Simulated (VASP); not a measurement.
Runs of VASP 6.6.1 on CuAu3. The structure is that of space group P4/mmm (No. 123), or close to it. The cells are those of the table. 

| cell | further INCAR settings | gap on the mesh (eV) | pressure (GPa) |
| --- | --- | --- | --- |
| a = 4.133, b = 4.133, c = 3.721 Å, 4 atoms | ALGO = Fast; EDIFF = 1e-07; NBANDS = 30 | none | -1.9 |
| a = 4.133, b = 4.133, c = 3.879 Å, 4 atoms | ALGO = Fast; EDIFF = 1e-06; NBANDS = 30 | none | -7.9 |
| a = 4.213, b = 4.213, c = 3.831 Å, 4 atoms | ALGO = Fast; EDIFF = 1e-06; NBANDS = 30 | none | (a) |
| a = 4.213, b = 4.213, c = 3.596 Å, 4 atoms | ALGO = Fast; EDIFF = 1e-06; NBANDS = 30 | none | -2.1 |

Alike in all rows: task single point; level PBEsol; potentials or basis VASP PAW PBE potentials, release 64 (Cu, Au); no spin polarisation; k mesh 14 × 14 × 14; cutoff (eV) 520; smearing gaussian 0.1 eV.

**Question.** Fill in the values left out.

**Answer.** (a) -10.7.

Caveats: the PAW data sets were made with another functional, which shifts forces and pressure a little; spin-orbit coupling is left out, which moves the levels of the heavy elements; the cell stands under tension (at least some runs).

A k mesh can miss the band edges, and the runs leave out spin-orbit coupling on Au.

A gap of «none» marks levels without a gap at the run's occupations.
